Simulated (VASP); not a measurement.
A run of VASP 6.6.1:

File INCAR:

```
SYSTEM = InAs
  PREC = Accurate
  ENCUT = 600
  EDIFF = 1E-7
  ISMEAR = -1
  SIGMA = 0.15
  LREAL = .False.
  LASPH = .True.
  NELM = 60
  ALGO = Normal
  ISIF = 3
  LWAVE = .False.
  LCHARG = .False.
  GGA = PE
  IBRION = 2
  NSW = 80
  EDIFFG = -0.001
```

Contents of KPOINTS:

```
Automatic mesh
0
Gamma
  12 12 12
  0 0 0
```

The input POSCAR:

```
InAs
1.0
    0.0000000000      3.0933796600      3.0933796600
    3.0933796600      0.0000000000      3.0933796600
    3.0933796600      3.0933796600      0.0000000000
In As
1 1
Direct
    0.0000000000      0.0000000000      0.0000000000
    0.7500000000      0.7500000000      0.7500000000
```

Potentials or basis: VASP PAW PBE potentials, release 64 (In_d, As).

Run with:

```sh
$ cat potpaw_PBE.64/In_d/POTCAR potpaw_PBE.64/As/POTCAR > POTCAR
$ mpirun -np 1 vasp_std > vasp.out
```

Hardware: 1 thread of Intel(R) Xeon(R) Platinum 8375C CPU @ 2.90GHz (Ice Lake), on a shared host.

**Question.** Estimate the wall time of this run.

**Answer.** Wall time 110 s on 1 thread of Intel(R) Xeon(R) Platinum 8375C CPU @ 2.90GHz (Ice Lake), with other jobs on the host, peak memory 0.26 GiB. Counts: scf iterations 31, k points 72, ion steps 3.
